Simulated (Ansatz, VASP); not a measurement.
AlN in VASP and in Ansatz

File POSCAR:

```
AlN
1.0
    0.0000000000      2.0974813560      2.2683174736
    2.0974813560      0.0000000000      2.2683174736
    2.0974813560      2.0974813560      0.0000000000
Al N
1 1
Direct
    0.0000000000      0.0000000000      0.0000000000
    0.2500000000      0.2500000000      0.2500000000
```

The input INCAR.step1:

```
SYSTEM = AlN
  PREC = Accurate
  ENCUT = 520
  ISMEAR = 0
  SIGMA = 0.01
  LREAL = .FALSE.
  LASPH = .TRUE.
  NELM = 60
  NBANDS = 11
  GGA = PE
  ALGO = Normal
  EDIFF = 1E-4
  LWAVE = .TRUE.
  LCHARG = .FALSE.
```

Contents of INCAR.step2:

```
SYSTEM = AlN
  PREC = Accurate
  ENCUT = 520
  EDIFF = 1E-6
  ISMEAR = 0
  SIGMA = 0.01
  LREAL = .FALSE.
  LASPH = .TRUE.
  NELM = 60
  ALGO = Normal
  ISIF = 2
  LWAVE = .FALSE.
  LCHARG = .FALSE.
  METAGGA = R2SCAN
  LMIXTAU = .TRUE.
  NBANDS = 11
  ISTART = 1
```

The input KPOINTS:

```
Automatic mesh
0
G
  10 10 10
  0 0 0
```

Input for Ansatz:

```yaml
crystal:
  lattice:
    - [0.0, 2.097481356, 2.2683174736]
    - [2.097481356, 0.0, 2.2683174736]
    - [2.097481356, 2.097481356, 0.0]
  atoms:
    - { symbol: Al, position: [0.0, 0.0, 0.0] }
    - { symbol: "N", position: [0.25, 0.25, 0.25] }
kpoints:
  mp_grid: { grid: [10, 10, 10] }
  band_path:
    path:
      - [0.0, 0.0, 0.0]
      - [-0.5, -0.5, 0.0]
      - [-0.375, -0.375, 0.25]
      - [-0.375, 0.0, 0.375]
      - [0.0, 0.0, 0.5]
      - [-0.5, -0.25, 0.25]
      - [0.117187, 0.117187, 0.234375]
      - [0.0, 0.5, 0.5]
    npoints: 1
hamiltonian:
  xc: r2scan
scf:
  occupations: { method: fixed }
  n_extra_bands: 4
output:
  forces: true
  stress: true
  eigenvalues: true
```

Change from the starting cell: epitaxial_xy strain -4.0%.

Alike in both runs: task single point; functional r2SCAN; k mesh 10 × 10 × 10; no spin polarisation.

|  | VASP | Ansatz |
| --- | --- | --- |
| version | VASP 6.6.1 | Ansatz 0.2.0 |
| potentials or method | VASP PAW PBE potentials, release 64 (Al, N) | plane waves, PAW |
| plane-wave cutoff (eV) | 520 | 500 |
| occupations | gaussian, width 0.01 eV | fixed |
| valence electrons in the cell | 8 | 8 |

VASP gave:

| Quantity | Value |
| --- | --- |
| gap on the k mesh at the Fermi level (eV) | 3.68 |
| pressure (GPa) | 9.2 |
| traceless stress, the component that is largest in VASP (GPa) | -9.59 |

Task: Which values does Ansatz return?

Result: gap on the k mesh at the Fermi level (eV): 3.69; pressure (GPa): 9.6; traceless stress, the component that is largest in VASP (GPa): -9.56.

VASP's potentials were made for PBE, not for r2SCAN.
